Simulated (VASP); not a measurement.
# NaCl (Fm-3m) in VASP: notebook, part 2 of 2

VASP 6.6.1.

## (3) Single point, r2SCAN (volume scaled by 1.06)

File POSCAR:

```
NaCl
1.0
    0.0000000000      2.8589743829      2.8589743829
    2.8589743829      0.0000000000      2.8589743829
    2.8589743829      2.8589743829      0.0000000000
Na Cl
1 1
Direct
    0.0000000000      0.0000000000      0.0000000000
    0.5000000000      0.5000000000      0.5000000000
```

File INCAR.step1:

```
  PREC = Accurate
  ENCUT = 520
  ISMEAR = 0
  SIGMA = 0.02
  LREAL = F
  LASPH = T
  NELM = 100
  NBANDS = 14
  GGA = PE
  ALGO = Normal
  EDIFF = 1E-4
  LWAVE = T
  LCHARG = F
```

File INCAR.step2:

```
  PREC = Accurate
  ENCUT = 520
  EDIFF = 1E-7
  ISMEAR = 0
  SIGMA = 0.02
  LREAL = F
  LASPH = T
  NELM = 100
  ALGO = Normal
  ISIF = 2
  LWAVE = F
  LCHARG = F
  METAGGA = R2SCAN
  LMIXTAU = T
  NBANDS = 14
  ISTART = 1
```

File KPOINTS:

```
regular mesh
0
Gamma
  8 8 8
```

Potentials or basis: VASP PAW PBE potentials, release 64 (Na_pv, Cl).

Command:

```console
$ cat potpaw_PBE.64/Na_pv/POTCAR potpaw_PBE.64/Cl/POTCAR > POTCAR
$ cp INCAR.step1 INCAR
$ mpirun -np 1 vasp_std > vasp.out
$ cp INCAR.step2 INCAR
$ mpirun -np 1 vasp_std > vasp.out
```

OUTCAR:

```text
PREC = Accurate
   ENCUT = 520
   EDIFF = 1E-7
   ISMEAR = 0
   LREAL = F
   LASPH = T
   NELM = 100
   ISIF = 2
   METAGGA = R2SCAN
   ISTART = 1

 ion  position               nearest neighbor table
   1  0.000  0.000  0.000-
   2  0.500  0.500  0.500-

  LATTYP: Found a face centered cubic cell.
 ALAT       =     5.7179487658

  Lattice vectors:

 A1 = (   0.0000000000,   2.8589743829,   2.8589743829)
 A2 = (   2.8589743829,   0.0000000000,   2.8589743829)
 A3 = (   2.8589743829,   2.8589743829,   0.0000000000)

Analysis of symmetry for initial positions (statically):
=====================================================================
 Subroutine PRICEL returns:
 Original cell was already a primitive cell.

 Routine SETGRP: Setting up the symmetry group for a
 face centered cubic supercell.

 Subroutine GETGRP returns: Found 48 space group operations
 (whereof 48 operations were pure point group operations)
 out of a pool of 48 trial point group operations.

The static configuration has the point symmetry O_h .

Analysis of symmetry for dynamics (positions and initial velocities):
=====================================================================
 Subroutine PRICEL returns:
 Original cell was already a primitive cell.

 Routine SETGRP: Setting up the symmetry group for a
 face centered cubic supercell.

 Subroutine GETGRP returns: Found 48 space group operations
 (whereof 48 operations were pure point group operations)
 out of a pool of 48 trial point group operations.

The dynamic configuration has the point symmetry O_h .

 Subroutine INISYM returns: Found 48 space group operations
 (whereof 48 operations are pure point group operations),
 and found     1 'primitive' translations

[... 114 lines left out ...]
     AMIX_MAG =   1.60;   BMIX_MAG =  1.00
  volume/ion in A,a.u.               =      23.37       157.70
  Fermi-wavevector in a.u.,A,eV,Ry     =   1.095378  2.069964 16.324983  1.199852
  Thomas-Fermi vector in A             =   2.231700
   LORBIT       =      0    0 simple, 1 ext, 2 COOP (PROOUT), +10 PAW based schemes
   METAGGA = R2SCAN    functional components
   LHFCALC =     F    Hartree Fock is set to
   AEXX    =    0.0000 exact exchange contribution
   IVDW    =     0    specifies the selected vdW correction
   LEPSILON=     F    determine dielectric tensor
   LRPA    =     F    only Hartree local field effects (RPA)
 non-spin polarized calculation
 Gauss-broadening in eV      SIGMA  =   0.02
  energy-cutoff  :      520.00
  volume of cell :       46.74
 maximum number of plane-waves:      1283
   NGX = 15   NGY = 15   NGZ = 15

 number of electron      13.9999994 magnetization

 Free energy of the ion-electron system (eV)
  ---------------------------------------------------
  ext. energy  EPLUGINS =         0.00000000
  ---------------------------------------------------
  free energy    TOTEN  =       -13.77446766 eV

  energy without entropy =      -13.77446766  energy(sigma->0) =      -13.77446766

 E-fermi :  -1.2163     XC(G=0):  -8.4531

 val. band max:       -1.3934769226   @ k =   0.0000   0.0000   0.0000
 cond. band min:       4.3622172616   @ k =   0.0000   0.0000   0.0000
 fundamental gap:      5.7556941842
 Fermi energy:        -1.2162709260

 k-point     1 :       0.0000    0.0000    0.0000
  band No.  band energies     occupation
      1     -22.9923      2.00000
      2     -22.9919      2.00000
      3     -22.9919      2.00000
      4     -14.5253      2.00000
      5      -1.3935      2.00000
      6      -1.3935      2.00000
      7      -1.3935      2.00000
      8       4.3622      0.00000
      9      10.3238      0.00000
     10      10.3239      0.00000
     11      10.3239      0.00000
     12      12.5224      0.00000
     13      12.5224      0.00000
     14      14.0212      0.00000
[... 377 lines left out ...]
      1     -23.0106      2.00000
      2     -22.9984      2.00000
      3     -22.9954      2.00000
      4     -14.1940      2.00000
      5      -2.9390      2.00000
      6      -2.1139      2.00000
      7      -1.7858      2.00000
      8       7.5122      0.00000
      9       8.9120      0.00000
     10       9.4374      0.00000
     11      11.0433      0.00000
     12      13.5759      0.00000
     13      14.9223      0.00000
     14      15.8823      0.00000

 [... further k-points ...]
[... 5 lines left out ...]
  --------------------------------------------------------------------------------------
  -------------------------------------------------------------------------------------
  Total       -0.4700749     -0.4700749     -0.4700749      0.0000000      0.0000000      0.0000000
  in kB      -16.1145009    -16.1145009    -16.1145009      0.0000000      0.0000000      0.0000000
  external PRESSURE =     -16.1145009 kB  Pullay stress =       0.0000000 kB

 VOLUME and BASIS-vectors are now :
 -----------------------------------------------------------------------------
  energy-cutoff  :      520.00
  volume of cell :       46.74
      direct lattice vectors                 reciprocal lattice vectors
     0.000000000  2.858974383  2.858974383    -0.174887891  0.174887891  0.174887891
     2.858974383  0.000000000  2.858974383     0.174887891 -0.174887891  0.174887891
     2.858974383  2.858974383  0.000000000     0.174887891  0.174887891 -0.174887891

 POSITION                                       TOTAL-FORCE (eV/Angst)
 -----------------------------------------------------------------------------------
      0.00000      0.00000      0.00000         0.000000      0.000000      0.000000
      2.85897      2.85897      2.85897        -0.000000     -0.000000     -0.000000
 -----------------------------------------------------------------------------------
    total drift:                                0.000000      0.000000      0.000000

  FREE ENERGIE OF THE ION-ELECTRON SYSTEM (eV)
  ---------------------------------------------------
  free  energy   TOTEN  =       -13.7744676573 eV

  energy  without entropy=      -13.7744676573  energy(sigma->0) =      -13.77446766
```

Run time: 93 s. Hardware: 1 thread of Intel Xeon 6975P-C, shared host; peak memory 0.17 GiB.

Results:

```yaml
Free_energy: -13.7745 eV
Pressure: -1.6 GPa
Band_gap_on_the_k_mesh: 5.76 eV, direct
```

Caveat: the cell differs from its parent crystal (volume scaled by 1.06); the PAW data sets were made with another functional, which shifts forces and pressure a little.

## (4) Relaxation of cell and atoms, r2SCAN

This run uses another cell than the first one, of 22.19 Å³/atom, 0.977 times its volume.

File POSCAR:

```
NaCl
1.0
    0.0000000000      2.8100000000      2.8100000000
    2.8100000000      0.0000000000      2.8100000000
    2.8100000000      2.8100000000      0.0000000000
Na Cl
1 1
Direct
    0.0000000000      0.0000000000      0.0000000000
    0.5000000000      0.5000000000      0.5000000000
```

File INCAR.step1:

```
ALGO     = Normal         # electronic algorithm
EDIFF    = 1E-4           # SCF threshold, eV
ENCUT    = 600            # plane-wave cutoff, eV
GGA      = PE             # functional
ISMEAR   = 0              # smearing method
LASPH    = T              # aspherical terms in the spheres
LCHARG   = F              # write CHGCAR
LREAL    = F              # projectors in reciprocal space
LWAVE    = T              # write WAVECAR
NELM     = 100            # most SCF steps
PREC     = Accurate       # precision mode
SIGMA    = 0.02           # smearing width, eV
```

File INCAR.step2:

```
ALGO     = Normal         # electronic algorithm
EDIFF    = 1E-6           # SCF threshold, eV
EDIFFG   = -0.005         # ionic threshold
ENCUT    = 600            # plane-wave cutoff, eV
IBRION   = 2              # ionic algorithm
ISIF     = 3              # what is computed and relaxed
ISMEAR   = 0              # smearing method
ISTART   = 1            
LASPH    = T              # aspherical terms in the spheres
LCHARG   = F              # write CHGCAR
LMIXTAU  = T            
LREAL    = F              # projectors in reciprocal space
LWAVE    = F              # write WAVECAR
METAGGA  = R2SCAN         # meta-GGA
NELM     = 100            # most SCF steps
NSW      = 100            # ionic steps
PREC     = Accurate       # precision mode
SIGMA    = 0.02           # smearing width, eV
```

File KPOINTS:

```
k-points
0
Gamma
  8 8 8
```

Command:

```console
$ cat potpaw_PBE.64/Na_pv/POTCAR potpaw_PBE.64/Cl/POTCAR > POTCAR
$ cp INCAR.step1 INCAR
$ mpirun -np 1 vasp_std > vasp.out
$ cp INCAR.step2 INCAR
$ mpirun -np 1 vasp_std > vasp.out
```

It took 3.3 min on 1 thread of Intel Xeon 6975P-C, shared host; peak memory 0.19 GiB.

The run converged. Its results:

* Free energy: -13.7915 eV
* Relaxed volume: 21.88 Å³/atom
* Relaxed cell: a = 3.956 Å, b = 3.956 Å, c = 3.956 Å, α = 60.00°, β = 60.00°, γ = 60.00°
* Space group after relaxing (to 0.05 Å): Fm-3m (No. 225)
* Energy gained by relaxing: 0.5 meV/atom
* Ionic steps: 5
* Pressure after relaxing: 0.0 GPa
* Band gap on the k mesh: 6.02 eV, direct

The path:
| step | energy change (eV) | largest force (eV/Å) | pressure (GPa) | volume (Å³) |
| --- | --- | --- | --- | --- |
| 1 | 0.0000 | 0.0000 | -0.39 | 44.38 |
| 2 | -0.0007 | 0.0000 | -0.18 | 44.03 |
| 3 | -0.0008 | 0.0000 | -0.10 | 43.92 |
| 4 | -0.0009 | 0.0000 | 0.05 | 43.69 |
| 5 | -0.0009 | 0.0000 | 0.00 | 43.77 |

Final structure:
```yaml
crystal:
  lattice:
    - [0.00000, 2.79706, 2.79706]
    - [2.79706, 0.00000, 2.79706]
    - [2.79706, 2.79706, 0.00000]
  atoms:
    - { symbol: Na, position: [0.00000, 0.00000, 0.00000] }
    - { symbol: Cl, position: [0.50000, 0.50000, 0.50000] }
```

Levels at points of the mesh, in eV from the valence-band top:
```tsv
k point	band 5	band 6	band 7	band 8	band 9	band 10
(0.00, 0.00, 0.00)	0.00	0.00	0.00	6.02	11.78	11.78
(0.50, 0.00, 0.00)	-2.00	-0.29	-0.29	7.99	11.82	11.83
(0.50, 0.50, 0.00)	-1.75	-0.63	-0.63	8.52	8.59	12.39
```

Caveat: the PAW data sets were made with another functional, which shifts forces and pressure a little.

## (5) Overview

| task | cell | cutoff (eV) | gap on the mesh (eV) | pressure (GPa) |
| --- | --- | --- | --- | --- |
| single point | a = 4.005 Å, angles 60.0°, 2 atoms | 520 | 5.87 | -1.0 |
| single point | a = 4.043 Å, angles 60.0°, 2 atoms | 520 | 5.76 | -1.6 |
| relaxation of cell and atoms | relaxed from a = 3.974 Å, angles 60.0°, 2 atoms | 600 | 6.02 | 0.0 |

Alike in all rows: level r2SCAN; potentials or basis VASP PAW PBE potentials, release 64 (Na_pv, Cl); no spin polarisation; k mesh 8 × 8 × 8; smearing gaussian 0.02 eV.

Caveats: the PAW data sets were made with another functional, which shifts forces and pressure a little.

Total energies depend on the potentials used, so only differences within one code and one set of settings carry meaning.
